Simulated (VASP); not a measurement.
# Bi2SeIO4 in VASP: a series of runs

The runs below take Bi2SeIO4 through single point, with PBE.

Everything below comes from runs of VASP 6.6.1. Logs are shortened: lines on timing, memory, paths and dates and some standing lists are left out, and cuts for length are marked.

## 1. The cell of the first run

The cell holds a disordered packing, 16 atoms: a = 6.756 Å, b = 7.044 Å, c = 6.700 Å, α = 93.12°, β = 104.46°, γ = 90.91°.

## 2. Single point, PBE

INCAR reads:

```
SYSTEM = Bi2SeIO4
  PREC = Accurate
  ENCUT = 520
  EDIFF = 1E-7
  ISMEAR = -1
  SIGMA = 0.05
  LREAL = Auto
  LASPH = .TRUE.
  NELM = 80
  ALGO = Normal
  ISIF = 2
  LWAVE = .FALSE.
  LCHARG = .FALSE.
  GGA = PE
  NBANDS = 81
```

KPOINTS reads:

```
Automatic mesh
0
G
  2 2 3
  0 0 0
```

POSCAR reads:

```
Bi2SeIO4
1.0
    6.4333660000      0.2963420000     -2.0406490000
   -0.4585520000      7.0290890000     -0.0535020000
    0.3758550000     -0.2899670000      6.6835010000
Bi I O Se
4 2 8 2
Direct
    0.1935850469      0.6112964115      0.3728398803
    0.1772429657      0.2672997077      0.8728923284
    0.7464666036      0.6068584858      0.5220239319
    0.4869043711      0.9167892276      0.7176930138
    0.1579310977      0.7225857770      0.9200266030
    0.2271481142      0.1408069678      0.3334939318
    0.4526584957      0.7478525850      0.3730255619
    0.5974395367      0.2936197599      0.6450246117
    0.9241739424      1.0003985614      0.7698568393
    0.4408297676      0.0951250851      0.2107104056
    0.4658004822      0.4373622310      0.1592777561
    0.9942992304      0.7621844513      0.4599522201
    0.9280602594      0.3756495403      0.6008900488
    0.8510272689      0.8047367261      0.0313145715
    0.6020677733      0.4312098161      0.8775106919
    0.8164942715      0.0940010163      0.0111635296
```

Potentials or basis: VASP PAW PBE potentials, release 64 (Bi_d, I, O, Se).

Launch:

```sh
$ cat potpaw_PBE.64/Bi_d/POTCAR potpaw_PBE.64/I/POTCAR potpaw_PBE.64/O/POTCAR potpaw_PBE.64/Se/POTCAR > POTCAR
$ mpirun -np 1 vasp_std > vasp.out
```

OUTCAR:

```text
SYSTEM = Bi2SeIO4
   PREC = Accurate
   ENCUT = 520
   EDIFF = 1E-7
   ISMEAR = -1
   LREAL = Auto
   LASPH = .TRUE.
   NELM = 80
   ISIF = 2
   GGA = PE

 ion  position               nearest neighbor table
   1  0.194  0.611  0.373-  12 1.91   7 1.98  11 2.85   5 3.13   4 3.31   6 3.33   3 3.41   3 3.62

   2  0.177  0.267  0.873-  13 2.32   9 2.47  11 2.59  10 2.85  15 3.07  16 3.07   6 3.20   5 3.21
                             4 3.54
   3  0.746  0.607  0.522-  13 2.07  12 2.12   7 2.26   8 2.67  11 2.87  15 3.10   4 3.24   5 3.39
                             1 3.41   1 3.62
   4  0.487  0.917  0.718-   7 2.50  16 2.80   8 2.85   9 2.93   5 3.20   6 3.24   3 3.24   1 3.31
                             2 3.54
   5  0.158  0.723  0.920-  14 2.44   9 2.62   1 3.13   4 3.20   2 3.21   3 3.39
   6  0.227  0.141  0.333-  10 1.86  16 3.06   2 3.20   4 3.24   1 3.33
   7  0.453  0.748  0.373-   1 1.98   3 2.26   4 2.50
   8  0.597  0.294  0.645-  15 1.78   3 2.67   4 2.85
   9  0.924  0.000  0.770-  16 2.02   2 2.47   5 2.62   4 2.93
  10  0.441  0.095  0.211-   6 1.86   2 2.85
  11  0.466  0.437  0.159-  15 2.30   2 2.59   1 2.85   3 2.87
  12  0.994  0.762  0.460-   1 1.91   3 2.12
  13  0.928  0.376  0.601-   3 2.07   2 2.32
  14  0.851  0.805  0.031-  16 2.06   5 2.44
  15  0.602  0.431  0.878-   8 1.78  11 2.30   2 3.07   3 3.10
  16  0.816  0.094  0.011-   9 2.02  14 2.06   4 2.80   6 3.06   2 3.07

  LATTYP: Found a triclinic cell.
 ALAT       =     8.2414565437
 B/A-ratio  =     0.8197286341
 C/A-ratio  =     0.8547316108
 COS(alpha) =     0.0159246378
 COS(beta)  =     0.0572902940
 COS(gamma) =     0.6166548636

  Lattice vectors:

 A1 = (  -6.8092210000,  -0.0063750000,  -4.6428520000)
 A2 = (  -6.4333660000,  -0.2963420000,   2.0406490000)
 A3 = (  -0.4585520000,   7.0290890000,  -0.0535020000)

Analysis of symmetry for initial positions (statically):
=====================================================================
 Subroutine PRICEL returns:
 Original cell was already a primitive cell.

 Routine SETGRP: Setting up the symmetry group for a
 triclinic supercell.

 Subroutine GETGRP returns: Found  1 space group operations
 (whereof  1 operations were pure point group operations)
 out of a pool of  2 trial point group operations.

The static configuration has the point symmetry C_1 .

Analysis of symmetry for dynamics (positions and initial velocities):
=====================================================================
 Subroutine PRICEL returns:
 Original cell was already a primitive cell.

 Routine SETGRP: Setting up the symmetry group for a
 triclinic supercell.

 Subroutine GETGRP returns: Found  1 space group operations
 (whereof  1 operations were pure point group operations)
 out of a pool of  2 trial point group operations.

The dynamic configuration has the point symmetry C_1 .

 Subroutine INISYM returns: Found  1 space group operations
 (whereof  1 operations are pure point group operations),
 and found     1 'primitive' translations

----------------------------------------------------------------------------------------

                                     Primitive cell

  volume of cell :     308.1549

  direct lattice vectors                    reciprocal lattice vectors
     6.433366000  0.296342000 -2.040649000     0.152401934  0.009880172 -0.008141856
    -0.458552000  7.029089000 -0.053502000    -0.004507087  0.142020749  0.006415102
     0.375855000 -0.289967000  6.683501000     0.046496247  0.004153565  0.147187612

  length of vectors
     6.755757915  7.044233427  6.700338309     0.152938736  0.142236988  0.154412908

  position of ions in fractional coordinates (direct lattice)
     0.193585047  0.611296411  0.372839880
     0.177242966  0.267299708  0.872892328
     0.746466604  0.606858486  0.522023932
     0.486904371  0.916789228  0.717693014
     0.157931098  0.722585777  0.920026603
     0.227148114  0.140806968  0.333493932
[... 8 lines left out ...]
     0.602067773  0.431209816  0.877510692
     0.816494271  0.094001016  0.011163530

  ion indices of the primitive-cell ions
   primitive index   ion index
                 1           1
                 2           2
                 3           3
                 4           4
                 5           5
                 6           6
[... 8 lines left out ...]
                15          15
                16          16

----------------------------------------------------------------------------------------

 KPOINTS: Automatic mesh

Automatic generation of k-mesh.
 Grid dimensions read from file:
 generate k-points for:    2    2    3

 Generating k-lattice:

  Cartesian coordinates                     Fractional coordinates (reciprocal lattice)
     0.076200967  0.004940086 -0.004070928     0.500000000  0.000000000  0.000000000
    -0.002253544  0.071010375  0.003207551    -0.000000000  0.500000000  0.000000000
     0.015498749  0.001384522  0.049062537     0.000000000  0.000000000  0.333333333

  Length of vectors
     0.076469368  0.071118494  0.051470969

  Shift w.r.t. Gamma in fractional coordinates (k-lattice)
     0.000000000  0.000000000  0.000000000

 Subroutine IBZKPT returns following result:
 ===========================================

 Found      8 irreducible k-points:

 Following reciprocal coordinates:
            Coordinates               Weight
  0.000000  0.000000  0.000000      1.000000
  0.500000 -0.000000  0.000000      1.000000
 -0.000000  0.500000  0.000000      1.000000
  0.500000  0.500000 -0.000000      1.000000
  0.000000 -0.000000  0.333333      2.000000
  0.500000  0.000000  0.333333      2.000000
  0.000000  0.500000  0.333333      2.000000
  0.500000  0.500000  0.333333      2.000000
   k-points           NKPTS =      8   k-points in BZ     NKDIM =      8   number of bands    NBANDS=     81
   number of dos      NEDOS =    301   number of ions     NIONS =     16
   total plane-waves  NPLWV = 135000
   dimension x,y,z NGX =    50 NGY =   54 NGZ =   50
   dimension x,y,z NGXF=   100 NGYF=  108 NGZF=  100
   ions per type =               4   2   8   2
   NGX,Y,Z   is equivalent  to a cutoff of  12.30, 12.74, 12.41 a.u.
   NGXF,Y,Z  is equivalent  to a cutoff of  24.61, 25.49, 24.81 a.u.
 SYSTEM =  Bi2SeIO4
   PREC   = accura    normal or accurate (medium, high low for compatibility)
   ISTART =      0    job   : 0-new  1-cont  2-samecut
   ICHARG =      2    charge: 1-file 2-atom 10-const
   ISPIN  =      1    spin polarized calculation?
   LNONCOLLINEAR =      F non collinear calculations
   LSORBIT =      F    spin-orbit coupling
   LASPH  =      T    aspherical Exc in radial PAW
   ENCUT  =  520.0 eV  38.22 Ry    6.18 a.u.  12.56 13.10 12.46*2*pi/ulx,y,z
   NELM   =     80;   NELMIN=  2; NELMDL= -5     # of ELM steps
   EDIFF  = 0.1E-06   stopping-criterion for ELM
   LREAL  =      T    real-space projection
   EDIFFG = 0.1E-05   stopping-criterion for IOM
   NSW    =      0    number of steps for IOM
   IBRION =     -1    ionic relax: 0-MD 1-quasi-New 2-CG
   NFREE  =      0    steps in history (QN), initial steepest desc. (CG)
   ISIF   =      2    stress and relaxation
   ISYM   =      2    0-nonsym 1-usesym 2-fastsym
   POTIM  = 0.5000    time-step for ionic-motion
   TEBEG  =    0.0;   TEEND  =   0.0 temperature during run
   PSTRESS=    0.0 pullay stress
   NELECT =     134.0000    total number of electrons
   NUPDOWN=      -1.0000    fix difference up-down
   EMIN   =  10.00;   EMAX   =-10.00  energy-range for DOS
   EFERMI =   0.00;   METHOD = LEGACY
   ISMEAR =    -1;   SIGMA  =   0.05  broadening in eV -4-tet -1-fermi 0-gaus
   EFERMI_NEDOS =   21; number of points for ismear=-14 and -15
   IALGO  =     38    algorithm
   IMIX   =      4    mixing-type and parameters
     AMIX     =   0.40;   BMIX     =  1.00
     AMIX_MAG =   1.60;   BMIX_MAG =  1.00
  volume/ion in A,a.u.               =      19.26       129.97
  Fermi-wavevector in a.u.,A,eV,Ry     =   1.240281  2.343791 20.929797  1.538297
  Thomas-Fermi vector in A             =   2.374728
   LORBIT       =      0    0 simple, 1 ext, 2 COOP (PROOUT), +10 PAW based schemes
   GGA     = PE    functional components
   LHFCALC =     F    Hartree Fock is set to
   AEXX    =    0.0000 exact exchange contribution
   IVDW    =     0    specifies the selected vdW correction
   LEPSILON=     F    determine dielectric tensor
   LRPA    =     F    only Hartree local field effects (RPA)
 non-spin polarized calculation
  energy-cutoff  :      520.00
  volume of cell :      308.15
 maximum number of plane-waves:      8323
   NGX = 25   NGY = 27   NGZ = 25

 number of electron     134.0000010 magnetization

 Free energy of the ion-electron system (eV)
  ---------------------------------------------------
  ext. energy  EPLUGINS =         0.00000000
  ---------------------------------------------------
  free energy    TOTEN  =       -64.21523677 eV

  energy without entropy =      -64.14794781  energy(sigma->0) =      -64.18159229

 E-fermi :   5.2378     XC(G=0):  -9.8339

 val. band max:        5.2104705378   @ k =   0.5000   0.0000   0.3333
 cond. band min:       5.2674484531   @ k =  -0.0000   0.5000   0.0000
 fundamental gap:      0.0569779153
 Fermi energy:         5.2378015320

 k-point     1 :       0.0000    0.0000    0.0000
  band No.  band energies     occupation
      1     -18.2814      2.00000
      2     -18.2696      2.00000
      3     -18.2425      2.00000
      4     -18.2307      2.00000
      5     -18.2146      2.00000
      6     -18.1604      2.00000
[... 71 lines left out ...]
     78       8.8303      0.00000
     79       9.2588      0.00000

 k-point     2 :       0.5000   -0.0000    0.0000
  band No.  band energies     occupation
      1     -18.2785      2.00000
      2     -18.2676      2.00000
      3     -18.2435      2.00000
      4     -18.2301      2.00000
      5     -18.2167      2.00000
      6     -18.1571      2.00000
[... 71 lines left out ...]
     78       8.7042      0.00000
     79       9.2064      0.00000
[... 408 lines left out ...]
     78       8.5484      0.00000
     79       8.7375      0.00000

 k-point     8 :       0.5000    0.5000    0.3333
  band No.  band energies     occupation
      1     -18.2785      2.00000
      2     -18.2674      2.00000
      3     -18.2433      2.00000
      4     -18.2301      2.00000
      5     -18.2160      2.00000
      6     -18.1578      2.00000
[... 71 lines left out ...]
     78       8.6989      0.00000
     79       9.2330      0.00000
 [bands above 79 left out]

------------------------ aborting loop because EDIFF is reached ----------------------------------------

  FORCE on cell =-STRESS in cart. coord.  units (eV):
  Direction    XX          YY          ZZ          XY          YZ          ZX
  --------------------------------------------------------------------------------------
  -------------------------------------------------------------------------------------
  Total       16.2072122     13.6742094      8.6830544     -0.1252551     -1.9201439     -3.1016731
  in kB       84.2654916     71.0957545     45.1454478     -0.6512338     -9.9833254    -16.1264015
  external PRESSURE =      66.8355646 kB  Pullay stress =       0.0000000 kB

 VOLUME and BASIS-vectors are now :
 -----------------------------------------------------------------------------
  energy-cutoff  :      520.00
  volume of cell :      308.15
      direct lattice vectors                 reciprocal lattice vectors
     6.433366000  0.296342000 -2.040649000     0.152401934  0.009880172 -0.008141856
    -0.458552000  7.029089000 -0.053502000    -0.004507087  0.142020749  0.006415102
     0.375855000 -0.289967000  6.683501000     0.046496247  0.004153565  0.147187612

 POSITION                                       TOTAL-FORCE (eV/Angst)
 -----------------------------------------------------------------------------------
      1.10523      4.24611      2.06413         0.228744     -4.727779     -2.680184
      1.34578      1.67829      5.45799        -0.761592      0.346425     -0.873562
      4.72022      4.33550      1.93320         0.024369     -0.553455     -0.180735
      2.98179      6.38038      3.75405         0.376681      0.560524      0.130685
      1.03048      4.85914      5.78806         0.017975      0.329823      0.553089
      1.52210      0.96036      1.75784         0.094941     -0.547406      1.621963
[... 8 lines left out ...]
      4.00541      2.95498      4.61316        -0.362454     -0.281025      1.004400
      5.21390      0.89947     -1.59660         0.775007     -2.769026     -1.416908
 -----------------------------------------------------------------------------------
    total drift:                                0.018232     -0.017301     -0.001110

  FREE ENERGIE OF THE ION-ELECTRON SYSTEM (eV)
  ---------------------------------------------------
  free  energy   TOTEN  =       -64.2152367702 eV

  energy  without entropy=      -64.1479478099  energy(sigma->0) =      -64.18159229
```

Run time: 4.7 min. Hardware: 1 thread of Intel Xeon Platinum 8488C (Sapphire Rapids), shared host; peak memory 0.42 GiB.

Results:

- Free energy: -64.2152 eV
- Pressure: 6.7 GPa
- Largest force: 5.439 eV/Å
- Band gap on the k mesh: 0.06 eV (least direct gap 0.07 eV)

Forces on the atoms (eV/Å):
```
Bi   0.229 -4.728 -2.680
Bi  -0.762  0.346 -0.874
Bi   0.024 -0.553 -0.181
Bi   0.377  0.561  0.131
I    0.018  0.330  0.553
I    0.095 -0.547  1.622
O    0.960  2.726  0.983
O   -0.765  0.012  0.050
O   -0.692  1.892  1.352
O    0.349 -0.212 -0.953
O    0.392  0.510 -1.194
O   -2.117  2.955  1.544
O    2.389 -1.090 -0.390
O   -0.910  0.848  0.448
Se  -0.362 -0.281  1.004
Se   0.775 -2.769 -1.417
```

Caveat: the k points lie up to 0.48 Å⁻¹ apart; spin-orbit coupling is left out, which moves the levels of the heavy elements.

(Part 1 of 2 ends here.)
